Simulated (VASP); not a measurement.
# GdO in VASP: further runs, part 3 of 4

VASP 6.6.1. The steps go on from the part before.

## 5. Single point, r2SCAN, collinear spin, ferromagnetic start (atom 2 (O) moved 0.02 Å along z)

POSCAR reads:

```
GdO
1.0
    2.9944849749      0.0000000000      0.0000000000
    0.0000000000      2.9944849749      0.0000000000
    0.0000000000      0.0000000000      2.9944849749
Gd O
1 1
Direct
    0.0000000000      0.0000000000      0.0000000000
    0.5000000000      0.5000000000      0.5066789448
```

INCAR.step1 reads:

```
PREC = Accurate
ENCUT = 520
ISMEAR = 0
SIGMA = 0.05
LREAL = F
LASPH = T
NELM = 150
ISPIN = 2
MAGMOM = 7.86 0
LMAXMIX = 6
NBANDS = 23
GGA = PE
ALGO = Normal
EDIFF = 1E-4
LWAVE = T
LCHARG = F
```

INCAR.step2 reads:

```
PREC = Accurate
ENCUT = 520
EDIFF = 1E-6
ISMEAR = 0
SIGMA = 0.05
LREAL = F
LASPH = T
NELM = 150
ALGO = Normal
ISIF = 2
LWAVE = F
LCHARG = F
ISPIN = 2
MAGMOM = 7.86 0
LORBIT = 11
LMAXMIX = 6
METAGGA = R2SCAN
LMIXTAU = T
NBANDS = 23
ISTART = 1
```

KPOINTS reads:

```
Automatic mesh
0
Gamma
  12 12 12
```

Potentials or basis: VASP PAW PBE potentials, release 64 (Gd, O).

Launch:

```bash
$ cat potpaw_PBE.64/Gd/POTCAR potpaw_PBE.64/O/POTCAR > POTCAR
$ cp INCAR.step1 INCAR
$ mpirun -np 1 vasp_std > vasp.out
$ cp INCAR.step2 INCAR
$ mpirun -np 1 vasp_std > vasp.out
```

OUTCAR:

```text
PREC = Accurate
   ENCUT = 520
   EDIFF = 1E-6
   ISMEAR = 0
   LREAL = F
   LASPH = T
   NELM = 150
   ISIF = 2
   ISPIN = 2
   LORBIT = 11
   METAGGA = R2SCAN
   ISTART = 1

 ion  position               nearest neighbor table
   1  0.000  0.000  0.000-   2 2.58   2 2.58   2 2.58   2 2.58   2 2.60   2 2.60   2 2.60   2 2.60

   2  0.500  0.500  0.507-   1 2.58   1 2.58   1 2.58   1 2.58   1 2.60   1 2.60   1 2.60   1 2.60

  LATTYP: Found a simple cubic cell.
 ALAT       =     2.9944849749

  Lattice vectors:

 A1 = (   2.9944849749,   0.0000000000,   0.0000000000)
 A2 = (   0.0000000000,   2.9944849749,   0.0000000000)
 A3 = (   0.0000000000,   0.0000000000,   2.9944849749)

Analysis of symmetry for initial positions (statically):
=====================================================================
 Subroutine PRICEL returns:
 Original cell was already a primitive cell.

 Routine SETGRP: Setting up the symmetry group for a
 simple cubic supercell.

 Subroutine GETGRP returns: Found  8 space group operations
 (whereof  8 operations were pure point group operations)
 out of a pool of 48 trial point group operations.

The static configuration has the point symmetry C_4v.

Analysis of symmetry for dynamics (positions and initial velocities):
=====================================================================
 Subroutine PRICEL returns:
 Original cell was already a primitive cell.

 Routine SETGRP: Setting up the symmetry group for a
 simple cubic supercell.

 Subroutine GETGRP returns: Found  8 space group operations
 (whereof  8 operations were pure point group operations)
 out of a pool of 48 trial point group operations.

The dynamic configuration has the point symmetry C_4v.

Analysis of structural, dynamic, and magnetic symmetry:
=====================================================================
 Subroutine PRICEL returns:
 Original cell was already a primitive cell.

 Routine SETGRP: Setting up the symmetry group for a
 simple cubic supercell.

 Subroutine GETGRP returns: Found  8 space group operations
 (whereof  8 operations were pure point group operations)
 out of a pool of 48 trial point group operations.

The overall configuration has the point symmetry C_4v.

 Subroutine INISYM returns: Found  8 space group operations
 (whereof  8 operations are pure point group operations),
 and found     1 'primitive' translations

----------------------------------------------------------------------------------------

                                     Primitive cell

  volume of cell :      26.8514

  direct lattice vectors                    reciprocal lattice vectors
     2.994484975  0.000000000  0.000000000     0.333947242  0.000000000  0.000000000
     0.000000000  2.994484975  0.000000000     0.000000000  0.333947242  0.000000000
     0.000000000  0.000000000  2.994484975     0.000000000  0.000000000  0.333947242

  length of vectors
     2.994484975  2.994484975  2.994484975     0.333947242  0.333947242  0.333947242

  position of ions in fractional coordinates (direct lattice)
     0.000000000  0.000000000  0.000000000
     0.500000000  0.500000000  0.506678945

  ion indices of the primitive-cell ions
   primitive index   ion index
                 1           1
                 2           2

[... 60 lines left out ...]
   NGXF,Y,Z  is equivalent  to a cutoff of  26.65, 26.65, 26.65 a.u.
 SYSTEM =  unknown system
   PREC   = accura    normal or accurate (medium, high low for compatibility)
   ISTART =      1    job   : 0-new  1-cont  2-samecut
   ICHARG =      0    charge: 1-file 2-atom 10-const
   ISPIN  =      2    spin polarized calculation?
   LNONCOLLINEAR =      F non collinear calculations
   LSORBIT =      F    spin-orbit coupling
   LASPH  =      T    aspherical Exc in radial PAW
   ENCUT  =  520.0 eV  38.22 Ry    6.18 a.u.   5.57  5.57  5.57*2*pi/ulx,y,z
   NELM   =    150;   NELMIN=  2; NELMDL=  0     # of ELM steps
   EDIFF  = 0.1E-05   stopping-criterion for ELM
   LREAL  =      F    real-space projection
   EDIFFG = 0.1E-04   stopping-criterion for IOM
   NSW    =      0    number of steps for IOM
   IBRION =     -1    ionic relax: 0-MD 1-quasi-New 2-CG
   NFREE  =      0    steps in history (QN), initial steepest desc. (CG)
   ISIF   =      2    stress and relaxation
   ISYM   =      2    0-nonsym 1-usesym 2-fastsym
   POTIM  = 0.5000    time-step for ionic-motion
   TEBEG  =    0.0;   TEEND  =   0.0 temperature during run
   PSTRESS=    0.0 pullay stress
   NELECT =      24.0000    total number of electrons
   NUPDOWN=      -1.0000    fix difference up-down
   EMIN   =  10.00;   EMAX   =-10.00  energy-range for DOS
   EFERMI =   0.00;   METHOD = LEGACY
   ISMEAR =     0;   SIGMA  =   0.05  broadening in eV -4-tet -1-fermi 0-gaus
   EFERMI_NEDOS =   21; number of points for ismear=-14 and -15
   IALGO  =     38    algorithm
   IMIX   =      4    mixing-type and parameters
     AMIX     =   0.40;   BMIX     =  1.00
     AMIX_MAG =   1.60;   BMIX_MAG =  1.00
  volume/ion in A,a.u.               =      13.43        90.60
  Fermi-wavevector in a.u.,A,eV,Ry     =   1.576969  2.980039 33.835385  2.486831
  Thomas-Fermi vector in A             =   2.677722
   LORBIT       =     11    0 simple, 1 ext, 2 COOP (PROOUT), +10 PAW based schemes
   METAGGA = R2SCAN    functional components
   LHFCALC =     F    Hartree Fock is set to
   AEXX    =    0.0000 exact exchange contribution
   IVDW    =     0    specifies the selected vdW correction
   LEPSILON=     F    determine dielectric tensor
   LRPA    =     F    only Hartree local field effects (RPA)
 spin polarized calculation
 Gauss-broadening in eV      SIGMA  =   0.05
  energy-cutoff  :      520.00
  volume of cell :       26.85
 maximum number of plane-waves:       739
 NGX is ok and might be reduce to    24
   NGX = 11   NGY = 11   NGZ = 11

 number of electron      23.9999993 magnetization       7.4487371

 Free energy of the ion-electron system (eV)
  ---------------------------------------------------
  ext. energy  EPLUGINS =         0.00000000
  ---------------------------------------------------
  free energy    TOTEN  =       -51.93016614 eV

  energy without entropy =      -51.92952441  energy(sigma->0) =      -51.92984528

 E-fermi :   7.1862     XC(G=0): -13.0693

 val. band max:        7.1446063201   @ k =   0.0000   0.0000   0.2500
 cond. band min:       7.1884890789   @ k =   0.1667   0.1667   0.0000
 fundamental gap:      0.0438827587
 Fermi energy:         7.1861624220

 spin component 1

 k-point     1 :       0.0000    0.0000    0.0000
  band No.  band energies     occupation
      1     -41.0243      1.00000
      2     -16.9039      1.00000
      3     -16.9032      1.00000
      4     -16.9032      1.00000
      5     -14.4469      1.00000
      6       0.7137      1.00000
[... 613 lines left out ...]
     22      18.5149      0.00000
     23      21.5585      0.00000

 [... further k-points ...]

 spin component 2

 k-point     1 :       0.0000    0.0000    0.0000
  band No.  band energies     occupation
      1     -37.2057      1.00000
      2     -14.4290      1.00000
      3     -14.1138      1.00000
      4     -14.1138      1.00000
      5     -14.1068      1.00000
      6       2.4201      1.00000
[... 613 lines left out ...]
     22      19.4890      0.00000
     23      23.1937      0.00000

 [... further k-points ...]
[... 5 lines left out ...]
  --------------------------------------------------------------------------------------
  -------------------------------------------------------------------------------------
  Total       -0.0101129     -0.0101129     -0.0110475      0.0000000      0.0000000     -0.0000000
  in kB       -0.6034194     -0.6034194     -0.6591842      0.0000000      0.0000000     -0.0000000
  external PRESSURE =      -0.6220077 kB  Pullay stress =       0.0000000 kB

 VOLUME and BASIS-vectors are now :
 -----------------------------------------------------------------------------
  energy-cutoff  :      520.00
  volume of cell :       26.85
      direct lattice vectors                 reciprocal lattice vectors
     2.994484975  0.000000000  0.000000000     0.333947242  0.000000000  0.000000000
     0.000000000  2.994484975  0.000000000     0.000000000  0.333947242  0.000000000
     0.000000000  0.000000000  2.994484975     0.000000000  0.000000000  0.333947242

 POSITION                                       TOTAL-FORCE (eV/Angst)
 -----------------------------------------------------------------------------------
      0.00000      0.00000      0.00000         0.000000     -0.000000      0.066079
      1.49724      1.49724      1.51724        -0.000000      0.000000     -0.066079
 -----------------------------------------------------------------------------------
    total drift:                                0.000000     -0.000000      0.000045

  FREE ENERGIE OF THE ION-ELECTRON SYSTEM (eV)
  ---------------------------------------------------
  free  energy   TOTEN  =       -51.9301661368 eV

  energy  without entropy=      -51.9295244147  energy(sigma->0) =      -51.92984528

 total charge

# of ion       s       p       d       f       tot
--------------------------------------------------
    1        2.024   5.619   0.775   7.000  15.418
    2        1.554   3.448   0.000   0.000   5.002
--------------------------------------------------
tot          3.578   9.067   0.775   7.000  20.420

 magnetization (x)

# of ion       s       p       d       f       tot
--------------------------------------------------
    1       -0.002  -0.127   0.299   6.836   7.006
    2       -0.001  -0.034   0.000   0.000  -0.035
--------------------------------------------------
tot         -0.003  -0.161   0.299   6.836   6.971
```

OUTCAR.step1:

```text
PREC = Accurate
   ENCUT = 520
   ISMEAR = 0
   LREAL = F
   LASPH = T
[... 1491 lines left out ...]
 -----------------------------------------------------------------------------------
      0.00000      0.00000      0.00000         0.000000     -0.000000      0.063294
      1.49724      1.49724      1.51724        -0.000000      0.000000     -0.063294
 -----------------------------------------------------------------------------------
    total drift:                                0.000000     -0.000000     -0.000033

  FREE ENERGIE OF THE ION-ELECTRON SYSTEM (eV)
  ---------------------------------------------------
  free  energy   TOTEN  =       -21.0425369981 eV

  energy  without entropy=      -21.0411697122  energy(sigma->0) =      -21.04185336
```

OSZICAR.step1:

```text
N       E                     dE             d eps       ncg     rms          rms(c)
DAV:   1     0.139179934972E+03    0.13918E+03   -0.85498E+03 25442   0.555E+03
DAV:   2    -0.302233218432E+01   -0.14220E+03   -0.12364E+03 25069   0.483E+02
DAV:   3    -0.183634542065E+02   -0.15341E+02   -0.14962E+02 25813   0.112E+02
DAV:   4    -0.203952802390E+02   -0.20318E+01   -0.20147E+01 34268   0.265E+01
DAV:   5    -0.204642107485E+02   -0.68931E-01   -0.68890E-01 26026   0.608E+00    0.351E+01
DAV:   6    -0.234619443881E+02   -0.29977E+01   -0.18048E+01 26853   0.149E+02    0.810E+01
DAV:   7    -0.211191498449E+02    0.23428E+01   -0.28740E+00 29932   0.640E+01    0.338E+01
DAV:   8    -0.210499799479E+02    0.69170E-01   -0.49899E-01 32390   0.189E+01    0.173E+01
DAV:   9    -0.210580990398E+02   -0.81191E-02   -0.12300E-01 29174   0.400E+00    0.994E+00
DAV:  10    -0.210420531511E+02    0.16046E-01   -0.55096E-02 28238   0.568E+00    0.251E+00
DAV:  11    -0.210418442498E+02    0.20890E-03   -0.19601E-02 28935   0.511E+00    0.128E+00
DAV:  12    -0.210424629734E+02   -0.61872E-03   -0.42758E-03 32908   0.236E+00    0.138E+00
DAV:  13    -0.210425369981E+02   -0.74025E-04   -0.84501E-04 29177   0.429E-01
   1 F= -.21042537E+02 E0= -.21041853E+02  d E =-.136729E-02  mag=     7.3349
```

Wall time 7 min (1 thread of Intel Xeon Platinum 8375C at 2.90GHz (Ice Lake), shared host); peak memory 0.32 GiB.

Results:

```
Free energy                                           : -51.9302 eV
Pressure                                              : -0.1 GPa
Largest force                                         : 0.066 eV/Å
Net moment                                            : 7.45 μB per cell
Site moments                                          : Gd +7.01; O -0.04 μB
Valence electrons inside the program's atomic spheres : Gd 15.42; O 5.00
```

Forces in eV/Å, atoms in the order of the input:
```
Gd   0.000  0.000  0.066
O    0.000  0.000 -0.066
```

Levels at points of the mesh, in eV from the Fermi level:
Spin up:
| k point | band 12 | band 13 | band 14 | band 15 | band 16 | band 17 | band 18 | band 19 | band 20 | band 21 |
| --- | --- | --- | --- | --- | --- | --- | --- | --- | --- | --- |
| (0.00, 0.00, 0.00) | -6.17 | -4.37 | -4.36 | -4.36 | -3.30 | -3.29 | 0.48 | 5.99 | 5.99 | 5.99 |
| (0.50, 0.00, 0.00) | -6.09 | -6.09 | -5.54 | -5.54 | -2.26 | 2.69 | 4.93 | 4.94 | 6.61 | 7.62 |
| (0.00, 0.00, 0.50) | -6.09 | -6.09 | -5.54 | -5.54 | -2.26 | 2.69 | 4.94 | 4.94 | 6.61 | 7.62 |
| (0.50, 0.50, 0.00) | -6.07 | -5.51 | -5.51 | -4.14 | -1.64 | -0.13 | 2.68 | 2.68 | 8.58 | 11.73 |
| (0.00, 0.50, 0.50) | -6.07 | -5.51 | -5.50 | -4.14 | -1.64 | -0.13 | 2.68 | 2.68 | 8.58 | 11.72 |
| (0.50, 0.50, 0.50) | -6.20 | -6.16 | -6.16 | -6.16 | 4.21 | 4.21 | 4.22 | 8.91 | 8.91 | 10.65 |
Spin down:
```csv
k point,band 5,band 6,band 7,band 8,band 9,band 10,band 11,band 12
"(0.00, 0.00, 0.00)",-21.29,-4.77,-4.76,-4.76,-1.51,-1.50,0.76,0.76
"(0.50, 0.00, 0.00)",-19.53,-7.86,-5.48,-5.48,-0.21,0.34,0.58,0.84
"(0.00, 0.00, 0.50)",-19.53,-7.86,-5.48,-5.48,-0.21,0.34,0.58,0.84
"(0.50, 0.50, 0.00)",-20.81,-5.90,-5.90,-4.89,0.40,0.70,0.70,0.86
"(0.00, 0.50, 0.50)",-20.81,-5.90,-5.90,-4.89,0.40,0.70,0.70,0.87
"(0.50, 0.50, 0.50)",-20.78,-8.09,-8.09,-8.09,0.82,0.82,0.82,0.94
```

Caveat: the cell differs from its parent crystal (atom 2 (O) moved 0.02 Å along z); the PAW data sets were made with another functional, which shifts forces and pressure a little; spin-orbit coupling is left out, which moves the levels of the heavy elements; a cell with one magnetic atom can't hold antiferromagnetic order, which such compounds often take; semilocal functionals describe open f shells poorly, which spoils levels, moments and volumes.

(Part 3 of 4 ends here.)
